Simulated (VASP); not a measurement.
# AlNi (Pm) in VASP: single point with PBE

Aim: the single point of AlNi with PBE.

Everything below comes from runs of VASP 6.6.1. Logs are shortened: lines on timing, memory, paths and dates and some standing lists are left out, and cuts for length are marked.

**1. The cell of the first run**

It takes space group Pm (No. 6, monoclinic). The conventional cell has a = 2.893 Å, b = 2.893 Å, c = 2.893 Å, α = 90.00°, β = 90.00°, γ = 90.00°. Al (site symmetry m) has 8 Ni at 2.41 to 2.61 Å and 6 Al at 2.89 Å within 3.2 Å. Ni (site symmetry m) has 8 Al at 2.41 to 2.61 Å and 6 Ni at 2.89 Å within 3.2 Å.

**2. Single point, PBE (mode 4 frozen in at -0.080 Å and mode 5 at -0.040 Å (largest displacements))**

INCAR

```
SYSTEM = AlNi
PREC = Accurate
ENCUT = 520
EDIFF = 1E-7
ISMEAR = 0
SIGMA = 0.15
LREAL = .False.
LASPH = .True.
NELM = 80
ALGO = Fast
ISIF = 2
LWAVE = .False.
LCHARG = .False.
GGA = PE
NBANDS = 14
```

KPOINTS

```
Automatic mesh
0
Gamma
  16 16 16
  0 0 0
```

POSCAR

```
AlNi
1.0
    2.8927237805      0.0000000000      0.0000000000
    0.0000000000      2.8927237805      0.0000000000
    0.0000000000      0.0000000000      2.8927237805
Al Ni
1 1
Direct
   -0.0276555959     -0.0138277980      0.0000000000
    0.5127133634      0.5063566817      0.5000000000
```

Potentials or basis: VASP PAW PBE potentials, release 64 (Al, Ni).

Launch:

```console
$ cat potpaw_PBE.64/Al/POTCAR potpaw_PBE.64/Ni/POTCAR > POTCAR
$ mpirun -np 1 vasp_std > vasp.out
```

OUTCAR:

```text
SYSTEM = AlNi
   PREC = Accurate
   ENCUT = 520
   EDIFF = 1E-7
   ISMEAR = 0
   LREAL = .False.
   LASPH = .True.
   NELM = 80
   ISIF = 2
   GGA = PE

 ion  position               nearest neighbor table
   1  0.972  0.986  0.000-   2 2.41   2 2.41   2 2.47   2 2.47   2 2.54   2 2.54   2 2.61   2 2.61

   2  0.513  0.506  0.500-   1 2.41   1 2.41   1 2.47   1 2.47   1 2.54   1 2.54   1 2.61   1 2.61

  LATTYP: Found a simple cubic cell.
 ALAT       =     2.8927237805

  Lattice vectors:

 A1 = (   2.8927237805,   0.0000000000,   0.0000000000)
 A2 = (   0.0000000000,   2.8927237805,   0.0000000000)
 A3 = (   0.0000000000,   0.0000000000,   2.8927237805)

Analysis of symmetry for initial positions (statically):
=====================================================================
 Subroutine PRICEL returns:
 Original cell was already a primitive cell.

 Routine SETGRP: Setting up the symmetry group for a
 simple cubic supercell.

 Subroutine GETGRP returns: Found  2 space group operations
 (whereof  2 operations were pure point group operations)
 out of a pool of 48 trial point group operations.

The static configuration has the point symmetry C_1h.

Analysis of symmetry for dynamics (positions and initial velocities):
=====================================================================
 Subroutine PRICEL returns:
 Original cell was already a primitive cell.

 Routine SETGRP: Setting up the symmetry group for a
 simple cubic supercell.

 Subroutine GETGRP returns: Found  2 space group operations
 (whereof  2 operations were pure point group operations)
 out of a pool of 48 trial point group operations.

The dynamic configuration has the point symmetry C_1h.

 Subroutine INISYM returns: Found  2 space group operations
 (whereof  2 operations are pure point group operations),
 and found     1 'primitive' translations

----------------------------------------------------------------------------------------

                                     Primitive cell

  volume of cell :      24.2059

  direct lattice vectors                    reciprocal lattice vectors
     2.892723780  0.000000000  0.000000000     0.345694949  0.000000000  0.000000000
     0.000000000  2.892723780  0.000000000     0.000000000  0.345694949  0.000000000
     0.000000000  0.000000000  2.892723780     0.000000000  0.000000000  0.345694949

  length of vectors
     2.892723780  2.892723780  2.892723780     0.345694949  0.345694949  0.345694949

  position of ions in fractional coordinates (direct lattice)
     0.972344404  0.986172202  0.000000000
     0.512713363  0.506356682  0.500000000

[... 84 lines left out ...]
   POTIM  = 0.5000    time-step for ionic-motion
   TEBEG  =    0.0;   TEEND  =   0.0 temperature during run
   PSTRESS=    0.0 pullay stress
   NELECT =      13.0000    total number of electrons
   NUPDOWN=      -1.0000    fix difference up-down
   EMIN   =  10.00;   EMAX   =-10.00  energy-range for DOS
   EFERMI =   0.00;   METHOD = LEGACY
   ISMEAR =     0;   SIGMA  =   0.15  broadening in eV -4-tet -1-fermi 0-gaus
   EFERMI_NEDOS =   21; number of points for ismear=-14 and -15
   IALGO  =     68    algorithm
   IMIX   =      4    mixing-type and parameters
     AMIX     =   0.40;   BMIX     =  1.00
     AMIX_MAG =   1.60;   BMIX_MAG =  1.00
  volume/ion in A,a.u.               =      12.10        81.67
  Fermi-wavevector in a.u.,A,eV,Ry     =   1.330707  2.514671 24.092926  1.770780
  Thomas-Fermi vector in A             =   2.459773
   LORBIT       =      0    0 simple, 1 ext, 2 COOP (PROOUT), +10 PAW based schemes
   GGA     = PE    functional components
   LHFCALC =     F    Hartree Fock is set to
   AEXX    =    0.0000 exact exchange contribution
   IVDW    =     0    specifies the selected vdW correction
   LEPSILON=     F    determine dielectric tensor
   LRPA    =     F    only Hartree local field effects (RPA)
 non-spin polarized calculation
 RMM-DIIS sequential band-by-band and
 Gauss-broadening in eV      SIGMA  =   0.15
  energy-cutoff  :      520.00
  volume of cell :       24.21
 maximum number of plane-waves:       672
 NGX is ok and might be reduce to    24
   NGX = 11   NGY = 11   NGZ = 11

 number of electron      13.0000000 magnetization

 Free energy of the ion-electron system (eV)
  ---------------------------------------------------
  ext. energy  EPLUGINS =         0.00000000
  ---------------------------------------------------
  free energy    TOTEN  =       -10.49465227 eV

  energy without entropy =      -10.48587211  energy(sigma->0) =      -10.49026219

 E-fermi :   9.8626     XC(G=0): -11.9853

 val. band max:        9.8625502845   @ k =   0.3125   0.3750  -0.1250
 cond. band min:       9.8638065499   @ k =  -0.3125   0.3750   0.1250
 fundamental gap:      0.0012562654
 Fermi energy:         9.8626354143

 k-point     1 :       0.0000    0.0000    0.0000
  band No.  band energies     occupation
      1      -1.1818      2.00000
      2       6.6735      2.00000
      3       6.6857      2.00000
      4       8.3211      2.00000
      5       8.3402      2.00000
      6       8.3431      2.00000
      7      15.3081      0.00000
      8      15.3180      0.00000
      9      15.3409      0.00000
     10      17.9704      0.00000
     11      17.9741      0.00000
     12      23.2792      0.00000
     13      30.5020      0.00000
     14      30.5486      0.00000
[... 377 lines left out ...]
      1       2.9630      2.00000
      2       3.1839      2.00000
      3       7.1433      2.00000
      4       7.6327      2.00000
      5       7.6547      2.00000
      6       8.4211      2.00000
      7       9.2146      2.00000
      8      18.1546      0.00000
      9      19.8138      0.00000
     10      19.8671      0.00000
     11      20.5592      0.00000
     12      20.6572      0.00000
     13      24.0571      0.00000
     14      24.9394      0.00000

 [... further k-points ...]
[... 5 lines left out ...]
  --------------------------------------------------------------------------------------
  -------------------------------------------------------------------------------------
  Total        0.1154317      0.1882427      0.2147133      0.1432141      0.0000000      0.0000000
  in kB        7.6403759     12.4597048     14.2117870      9.4792828      0.0000000      0.0000000
  external PRESSURE =      11.4372892 kB  Pullay stress =       0.0000000 kB

 VOLUME and BASIS-vectors are now :
 -----------------------------------------------------------------------------
  energy-cutoff  :      520.00
  volume of cell :       24.21
      direct lattice vectors                 reciprocal lattice vectors
     2.892723780  0.000000000  0.000000000     0.345694949  0.000000000  0.000000000
     0.000000000  2.892723780  0.000000000     0.000000000  0.345694949  0.000000000
     0.000000000  0.000000000  2.892723780     0.000000000  0.000000000  0.345694949

 POSITION                                       TOTAL-FORCE (eV/Angst)
 -----------------------------------------------------------------------------------
      2.81272      2.85272      0.00000         0.673282      0.348173      0.000000
      1.48314      1.46475      1.44636        -0.673282     -0.348173      0.000000
 -----------------------------------------------------------------------------------
    total drift:                                0.000257     -0.000142      0.000002

  FREE ENERGIE OF THE ION-ELECTRON SYSTEM (eV)
  ---------------------------------------------------
  free  energy   TOTEN  =       -10.4946522712 eV

  energy  without entropy=      -10.4858721060  energy(sigma->0) =      -10.49026219
```

Wall time 3.9 min (1 thread of Intel Xeon 6975P-C, shared host); peak memory 0.49 GiB.

What came out:

```
Free energy   : -10.4947 eV
Pressure      : 1.1 GPa
Largest force : 0.758 eV/Å
```

Forces on the atoms (eV/Å):
```
Al   0.673  0.348  0.000
Ni  -0.673 -0.348  0.000
```

Stress tensor (GPa, compression positive):
```
0.76 0.95 0.00
0.95 1.25 0.00
0.00 0.00 1.42
```

Levels at points of the mesh, in eV from the Fermi level:
| k point | band 3 | band 4 | band 5 | band 6 | band 7 | band 8 | band 9 | band 10 | band 11 | band 12 |
| --- | --- | --- | --- | --- | --- | --- | --- | --- | --- | --- |
| (0.00, 0.00, 0.00) | -3.18 | -1.54 | -1.52 | -1.52 | 5.45 | 5.46 | 5.48 | 8.11 | 8.11 | 13.42 |
| (0.50, 0.00, 0.00) | -2.73 | -2.22 | -2.21 | -1.45 | -0.64 | 8.30 | 9.89 | 9.90 | 10.82 | 10.84 |
| (0.00, 0.50, 0.00) | -2.72 | -2.23 | -2.21 | -1.44 | -0.65 | 8.29 | 9.95 | 10.00 | 10.70 | 10.79 |
| (0.00, 0.00, 0.50) | -2.72 | -2.23 | -2.21 | -1.44 | -0.65 | 8.29 | 9.98 | 10.03 | 10.67 | 10.76 |
| (0.50, 0.50, 0.00) | -2.85 | -2.75 | -2.06 | -2.04 | -1.00 | 1.46 | 2.40 | 12.17 | 14.95 | 15.04 |
| (0.00, 0.50, 0.50) | -2.88 | -2.86 | -2.01 | -2.00 | -1.01 | 1.45 | 2.40 | 12.20 | 14.56 | 14.56 |
| (0.50, 0.00, 0.50) | -2.86 | -2.77 | -2.05 | -2.03 | -1.01 | 1.46 | 2.40 | 12.17 | 14.80 | 14.83 |
| (0.50, 0.50, 0.50) | -4.03 | -0.98 | -0.97 | 1.97 | 1.98 | 2.03 | 3.44 | 4.41 | 4.44 | 4.59 |

Caveat: the cell differs from its parent crystal (mode 4 frozen in at -0.080 Å and mode 5 at -0.040 Å (largest displacements)).
